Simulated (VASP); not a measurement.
## NaF: single point with PBE

The system is NaF.

```xyz
6
Lattice="4.9212 2.8413 1.0248 -4.9212 2.8413 1.0248 0.0000 -5.6825 1.0248" Properties=species:S:1:pos:R:3 pbc="T T T"
Na    0.0000    1.7641    0.7584
Na    1.5278   -0.8821    0.7584
Na   -1.5278   -0.8821    0.7584
F     0.0000   -1.7692    2.3160
F    -1.5322    0.8846    2.3160
F     1.5322    0.8846    2.3160
```

The cell was generated, and may not be a known phase.

```yaml
Program: VASP 6.6.1
Task: single point
Functional: PBE
Potentials_or_basis: VASP PAW PBE potentials, release 64 (Na_pv, F)
Cutoff: 600 eV
k_mesh: 12 × 12 × 12
Occupations: gaussian, width 0.02 eV
Spin: no spin polarisation
Dipole_correction: no
Further_INCAR_settings: ALGO = Normal; EDIFF = 1e-06; NBANDS = 30
```

```
Pressure               : -0.1 GPa
Largest force          : 0.010 eV/Å
Band gap on the k mesh : 5.46 eV
```

Forces in eV/Å, atoms in the order of the input:
```
Na   0.000 -0.006 -0.005
Na  -0.005  0.003 -0.005
Na   0.005  0.003 -0.005
F    0.000  0.008  0.005
F    0.007 -0.004  0.005
F   -0.007 -0.004  0.005
```

Levels at points of the mesh, in eV from the valence-band top:
```tsv
k point	band 18	band 19	band 20	band 21	band 22	band 23	band 24	band 25
(0.00, 0.00, 0.00)	-0.20	-0.04	0.00	0.00	5.46	10.32	10.70	11.92
(0.50, 0.00, 0.00)	-0.54	-0.44	-0.22	-0.11	9.95	10.49	11.14	11.76
(0.50, 0.50, 0.00)	-0.28	-0.06	-0.01	0.00	7.44	7.68	9.83	11.07
(0.50, 0.50, 0.50)	-0.63	-0.28	-0.28	-0.23	10.93	10.98	10.98	11.35
```

It took 13 min on 1 thread of Oxide Virtual Turin-like Processor, with other jobs on the host, peak memory 0.58 GiB.

A k mesh can miss the band edges.
